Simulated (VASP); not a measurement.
# TaN (P-6m2) in VASP: a series of runs, part 2 of 2

VASP 6.6.1.

### Step 3. Single point, r2SCAN

This run uses another cell than the first one, of 10.13 Å³/atom, 0.887 times its volume.

Contents of POSCAR:

```
TaN
1.0
    2.8780239874      0.0000000000      0.0000000000
   -1.4390119937      2.4924418858      0.0000000000
    0.0000000000      0.0000000000      2.8241467514
Ta N
1 1
Direct
    0.0000000000      0.0000000000      0.5000000000
    0.6666666667      0.3333333333      0.0000000000
```

Contents of INCAR.step1:

```
ALGO = Normal
EDIFF = 1E-4
ENCUT = 520
GGA = PE
ISMEAR = -1
LASPH = T
LCHARG = F
LREAL = F
LWAVE = T
NBANDS = 15
NELM = 80
PREC = Accurate
SIGMA = 0.05
```

Contents of INCAR.step2:

```
ALGO = Normal
EDIFF = 1E-6
ENCUT = 520
ISIF = 2
ISMEAR = -1
ISTART = 1
LASPH = T
LCHARG = F
LMIXTAU = T
LREAL = F
LWAVE = F
METAGGA = R2SCAN
NBANDS = 15
NELM = 80
PREC = Accurate
SIGMA = 0.05
```

Contents of KPOINTS:

```
k-points
0
Gamma
  10 10 9
```

Potentials or basis: VASP PAW PBE potentials, release 64 (Ta_pv, N).

Started as:

```sh
$ cat potpaw_PBE.64/Ta_pv/POTCAR potpaw_PBE.64/N/POTCAR > POTCAR
$ cp INCAR.step1 INCAR
$ mpirun -np 1 vasp_std > vasp.out
$ cp INCAR.step2 INCAR
$ mpirun -np 1 vasp_std > vasp.out
```

It took 41 s on 1 thread of Intel Xeon Platinum 8375C at 2.90GHz (Ice Lake), shared host; peak memory 0.16 GiB.

The run converged. Its results:

```
Free energy            : -60.2849 eV
Pressure               : 27.3 GPa
Band gap on the k mesh : zero (band 8 reaches 9.17 eV, above the bottom of band 9 at 8.81 eV)
```

Stress tensor (GPa, compression positive):
```
25.97  0.00  0.00
 0.00 25.97  0.00
 0.00  0.00 29.86
```

Levels at points of the mesh, in eV from the Fermi level:
| k point | band 6 | band 7 | band 8 | band 9 | band 10 | band 11 |
| --- | --- | --- | --- | --- | --- | --- |
| (0.00, 0.00, 0.00) | -5.20 | -4.77 | -3.30 | 2.90 | 3.99 | 3.99 |
| (0.50, 0.00, 0.00) | -5.87 | -3.96 | -3.61 | 3.40 | 4.46 | 5.85 |

Caveat: the PAW data sets were made with another functional, which shifts forces and pressure a little; spin-orbit coupling is left out, which moves the levels of the heavy elements.

### Step 4. Single point, r2SCAN

This run uses another cell than the first one, of 10.34 Å³/atom, 0.906 times its volume.

Contents of POSCAR:

```
TaN
1.0
    2.8982924298      0.0000000000      0.0000000000
   -1.4491462149      2.5099948717      0.0000000000
    0.0000000000      0.0000000000      2.8440357641
Ta N
1 1
Direct
    0.0000000000      0.0000000000      0.5000000000
    0.6666666667      0.3333333333      0.0000000000
```

Contents of INCAR.step1:

```
ALGO     = Normal         # electronic algorithm
EDIFF    = 1E-4           # SCF threshold, eV
ENCUT    = 520            # plane-wave cutoff, eV
GGA      = PE             # functional
ISMEAR   = -1             # smearing method
LASPH    = True           # aspherical terms in the spheres
LCHARG   = False          # write CHGCAR
LREAL    = False          # projectors in reciprocal space
LWAVE    = True           # write WAVECAR
NBANDS   = 15             # bands
NELM     = 60             # most SCF steps
PREC     = Accurate       # precision mode
SIGMA    = 0.05           # smearing width, eV
```

Contents of INCAR.step2:

```
ALGO     = Normal         # electronic algorithm
EDIFF    = 1E-7           # SCF threshold, eV
ENCUT    = 520            # plane-wave cutoff, eV
ISIF     = 2              # what is computed and relaxed
ISMEAR   = -1             # smearing method
ISTART   = 1            
LASPH    = True           # aspherical terms in the spheres
LCHARG   = True           # write CHGCAR
LELF     = True           # ELF
LMIXTAU  = True         
LREAL    = False          # projectors in reciprocal space
LVHAR    = True         
LWAVE    = False          # write WAVECAR
METAGGA  = R2SCAN         # meta-GGA
NBANDS   = 15             # bands
NELM     = 60             # most SCF steps
PREC     = Accurate       # precision mode
SIGMA    = 0.05           # smearing width, eV
```

KPOINTS is that of step 3.

Started as:

```sh
$ cat potpaw_PBE.64/Ta_pv/POTCAR potpaw_PBE.64/N/POTCAR > POTCAR
$ cp INCAR.step1 INCAR
$ mpirun -np 1 vasp_std > vasp.out
$ cp INCAR.step2 INCAR
$ mpirun -np 1 vasp_std > vasp.out
```

Run time: 45 s. Hardware: 1 thread of Intel Xeon Platinum 8375C at 2.90GHz (Ice Lake), shared host; peak memory 0.16 GiB.

The run converged. Its results:

```
Free energy            : -60.3456 eV
Pressure               : 17.7 GPa
Band gap on the k mesh : zero (band 8 reaches 8.94 eV, above the bottom of band 9 at 8.59 eV)
```

Stress tensor (GPa, compression positive):
```
16.78  0.00  0.00
 0.00 16.78  0.00
 0.00  0.00 19.55
```

Levels at points of the mesh, in eV from the Fermi level:
| k point | band 4 | band 5 | band 6 | band 7 | band 8 | band 9 | band 10 | band 11 | band 12 | band 13 |
| --- | --- | --- | --- | --- | --- | --- | --- | --- | --- | --- |
| (0.00, 0.00, 0.00) | -19.21 | -5.10 | -5.10 | -4.67 | -3.28 | 2.73 | 3.88 | 3.88 | 4.39 | 4.39 |
| (0.50, 0.00, 0.00) | -16.77 | -8.93 | -5.75 | -3.87 | -3.57 | 3.31 | 4.32 | 5.68 | 5.72 | 8.24 |

Caveat: the PAW data sets were made with another functional, which shifts forces and pressure a little; spin-orbit coupling is left out, which moves the levels of the heavy elements.

### Step 5. Single point, r2SCAN

This run uses another cell than the first one, of 10.56 Å³/atom, 0.925 times its volume.

Contents of POSCAR:

```
TaN
1.0
    2.9182812851      0.0000000000      0.0000000000
   -1.4591406425      2.5273057282      0.0000000000
    0.0000000000      0.0000000000      2.8636504237
Ta N
1 1
Direct
    0.0000000000      0.0000000000      0.5000000000
    0.6666666667      0.3333333333      0.0000000000
```

Contents of INCAR.step1:

```
ALGO     = Normal         # electronic algorithm
EDIFF    = 1E-4           # SCF threshold, eV
ENCUT    = 520            # plane-wave cutoff, eV
GGA      = PE             # functional
ISMEAR   = -1             # smearing method
LASPH    = T              # aspherical terms in the spheres
LCHARG   = F              # write CHGCAR
LREAL    = F              # projectors in reciprocal space
LWAVE    = T              # write WAVECAR
NBANDS   = 15             # bands
NELM     = 80             # most SCF steps
PREC     = Accurate       # precision mode
SIGMA    = 0.05           # smearing width, eV
```

Contents of INCAR.step2:

```
ALGO     = Normal         # electronic algorithm
EDIFF    = 1E-6           # SCF threshold, eV
ENCUT    = 520            # plane-wave cutoff, eV
ISIF     = 2              # what is computed and relaxed
ISMEAR   = -1             # smearing method
ISTART   = 1            
LASPH    = T              # aspherical terms in the spheres
LCHARG   = F              # write CHGCAR
LMIXTAU  = T            
LREAL    = F              # projectors in reciprocal space
LWAVE    = F              # write WAVECAR
METAGGA  = R2SCAN         # meta-GGA
NBANDS   = 15             # bands
NELM     = 80             # most SCF steps
PREC     = Accurate       # precision mode
SIGMA    = 0.05           # smearing width, eV
```

KPOINTS is that of step 4.

Started as:

```sh
$ cat potpaw_PBE.64/Ta_pv/POTCAR potpaw_PBE.64/N/POTCAR > POTCAR
$ cp INCAR.step1 INCAR
$ mpirun -np 1 vasp_std > vasp.out
$ cp INCAR.step2 INCAR
$ mpirun -np 1 vasp_std > vasp.out
```

Run time: 39 s. Hardware: 1 thread of Intel Xeon Platinum 8375C at 2.90GHz (Ice Lake), shared host; peak memory 0.16 GiB.

It converged, with:

```
Free energy            : -60.3820 eV
Pressure               : 9.1 GPa
Band gap on the k mesh : zero (band 8 reaches 8.72 eV, above the bottom of band 9 at 8.37 eV)
```

Stress tensor (GPa, compression positive):
```
 8.51  0.00  0.00
 0.00  8.51  0.00
 0.00  0.00 10.30
```

Levels at points of the mesh, in eV from the Fermi level:
```tsv
k point	band 4	band 5	band 6	band 7	band 8	band 9	band 10	band 11	band 12	band 13
(0.00, 0.00, 0.00)	-19.05	-5.00	-5.00	-4.57	-3.25	2.56	3.77	3.77	4.27	4.27
(0.50, 0.00, 0.00)	-16.69	-8.81	-5.64	-3.78	-3.53	3.22	4.19	5.52	5.59	8.02
```

Caveat: the PAW data sets were made with another functional, which shifts forces and pressure a little; spin-orbit coupling is left out, which moves the levels of the heavy elements.

### Step 6. Single point, r2SCAN

This run uses another cell than the first one, of 10.78 Å³/atom, 0.943 times its volume.

Contents of POSCAR:

```
TaN
1.0
    2.9380000000      0.0000000000      0.0000000000
   -1.4690000000      2.5443826363      0.0000000000
    0.0000000000      0.0000000000      2.8830000000
Ta N
1 1
Direct
    0.0000000000      0.0000000000      0.5000000000
    0.6666666667      0.3333333333      0.0000000000
```

Contents of INCAR.step1:

```
PREC = Accurate ; ENCUT = 520
ISMEAR = -1 ; SIGMA = 0.05
LREAL = F ; LASPH = T
NELM = 80 ; NBANDS = 15
GGA = PE ; ALGO = Normal
EDIFF = 1E-4 ; LWAVE = T
LCHARG = F
```

Contents of INCAR.step2:

```
PREC = Accurate ; ENCUT = 520
EDIFF = 1E-6 ; ISMEAR = -1
SIGMA = 0.05 ; LREAL = F
LASPH = T ; NELM = 80
ALGO = Normal ; ISIF = 2
LWAVE = F ; LCHARG = T
METAGGA = R2SCAN ; LMIXTAU = T
LELF = T ; LVHAR = T
NBANDS = 15 ; ISTART = 1
```

Contents of KPOINTS:

```
regular mesh
0
Gamma
  10 10 9
```

Potentials or basis: VASP PAW PBE potentials, release 64 (Ta_pv, N).

Started as:

```sh
$ cat potpaw_PBE.64/Ta_pv/POTCAR potpaw_PBE.64/N/POTCAR > POTCAR
$ cp INCAR.step1 INCAR
$ mpirun -np 1 vasp_std > vasp.out
$ cp INCAR.step2 INCAR
$ mpirun -np 1 vasp_std > vasp.out
```

Wall time 40 s (1 thread of Intel Xeon Platinum 8375C at 2.90GHz (Ice Lake), shared host); peak memory 0.16 GiB.

The run converged. Its results:

```
Free energy            : -60.3964 eV
Pressure               : 1.4 GPa
Band gap on the k mesh : zero (band 8 reaches 8.50 eV, above the bottom of band 9 at 8.17 eV)
```

Stress tensor (GPa, compression positive):
```
1.08 0.00 0.00
0.00 1.08 0.00
0.00 0.00 1.98
```

Levels at points of the mesh, in eV from the Fermi level:
```
           k point  band 5  band 6  band 7  band 8  band 9  band 10  band 11  band 12
(0.00, 0.00, 0.00)   -4.91   -4.91   -4.48   -3.23    2.41     3.67     3.67     4.15
(0.50, 0.00, 0.00)   -8.70   -5.54   -3.69   -3.49    3.14     4.07     5.37     5.47
```

Caveat: the PAW data sets were made with another functional, which shifts forces and pressure a little; spin-orbit coupling is left out, which moves the levels of the heavy elements.

### Step 7. Summary

| level | potentials or basis | cell | gap on the mesh (eV) | pressure (GPa) |
| --- | --- | --- | --- | --- |
| LDA | VASP PAW LDA potentials, release 64 (Ta_pv, N) | a = 2.996, b = 2.996, c = 2.940 Å, angles 90.0, 90.0, 120.0°, 2 atoms | none | -27.1 |
| r2SCAN | VASP PAW PBE potentials, release 64 (Ta_pv, N) | a = 2.878, b = 2.878, c = 2.824 Å, angles 90.0, 90.0, 120.0°, 2 atoms | none | 27.3 |
| r2SCAN | VASP PAW PBE potentials, release 64 (Ta_pv, N) | a = 2.898, b = 2.898, c = 2.844 Å, angles 90.0, 90.0, 120.0°, 2 atoms | none | 17.7 |
| r2SCAN | VASP PAW PBE potentials, release 64 (Ta_pv, N) | a = 2.918, b = 2.918, c = 2.864 Å, angles 90.0, 90.0, 120.0°, 2 atoms | none | 9.1 |
| r2SCAN | VASP PAW PBE potentials, release 64 (Ta_pv, N) | a = 2.938, b = 2.938, c = 2.883 Å, angles 90.0, 90.0, 120.0°, 2 atoms | none | 1.4 |

Alike in all rows: task single point; no spin polarisation; k mesh 10 × 10 × 9; cutoff (eV) 520; smearing fermi-dirac 0.05 eV.

Caveats: spin-orbit coupling is left out, which moves the levels of the heavy elements; the PAW data sets were made with another functional, which shifts forces and pressure a little (some runs).

Absolute energies hang on the potentials; compare differences alone.
